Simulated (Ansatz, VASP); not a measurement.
**LiCl: VASP beside Ansatz**

File INCAR:

```
SYSTEM = LiCl
  PREC = Accurate
  ENCUT = 520
  EDIFF = 1E-7
  ISMEAR = -1
  SIGMA = 0.02
  LREAL = .FALSE.
  LASPH = .TRUE.
  NELM = 80
  ALGO = Normal
  ISIF = 2
  LWAVE = .FALSE.
  LCHARG = .TRUE.
  GGA = PE
  LELF = .TRUE.
  LVHAR = .TRUE.
  NBANDS = 12
```

The input KPOINTS:

```
Automatic mesh
0
G
  8 8 8
  0 0 0
```

File POSCAR:

```
LiCl
1.0
    0.0000000000      2.7330425439      2.7330425439
    2.8150338202      0.0000000000      2.7330425439
    2.8150338202      2.7330425439      0.0000000000
Li Cl
1 1
Direct
    0.0000000000      0.0000000000      0.0000000000
    0.2500000000      0.2500000000      0.2500000000
```

Input for Ansatz:

```yaml
crystal:
  lattice:
    - [0.0, 2.7330425439, 2.7330425439]
    - [2.8150338202, 0.0, 2.7330425439]
    - [2.8150338202, 2.7330425439, 0.0]
  atoms:
    - { symbol: Li, position: [0.0, 0.0, 0.0] }
    - { symbol: Cl, position: [0.25, 0.25, 0.25] }
kpoints:
  mp_grid: { grid: [8, 8, 8] }
  band_path:
    path:
      - [0.0, 0.0, 0.0]
      - [-0.5, -0.5, 0.0]
      - [-0.375, -0.375, 0.25]
      - [-0.375, 0.0, 0.375]
      - [0.0, 0.0, 0.5]
      - [-0.5, -0.25, 0.25]
    npoints: 1
hamiltonian:
  xc: pbe
scf:
  occupations: { method: fermi_dirac, width: 0.02 }
  n_extra_bands: 4
output:
  forces: true
  stress: true
  eigenvalues: true
```

Change from the starting cell: uniaxial_x strain +3.0%.

Alike in both runs: task single point; functional PBE; k mesh 8 × 8 × 8; occupations fermi-dirac, width 0.02 eV; no spin polarisation.

|  | VASP | Ansatz |
| --- | --- | --- |
| version | VASP 6.6.1 | Ansatz 0.2.0 |
| potentials or method | VASP PAW PBE potentials, release 64 (Li_sv, Cl) | plane waves, PAW |
| plane-wave cutoff (eV) | 520 | 420 |
| valence electrons in the cell | 10 | 10 |

|  | VASP | Ansatz | Ansatz less VASP |
| --- | --- | --- | --- |
| gap on the k mesh at the Fermi level (eV) | 5.93 | 5.93 | -0.006 |

With one functional, cell and mesh, what is left measures potentials, basis and numerics.

Noted on VASP's run: the cutoff is short for stress, so the pressure is rough.
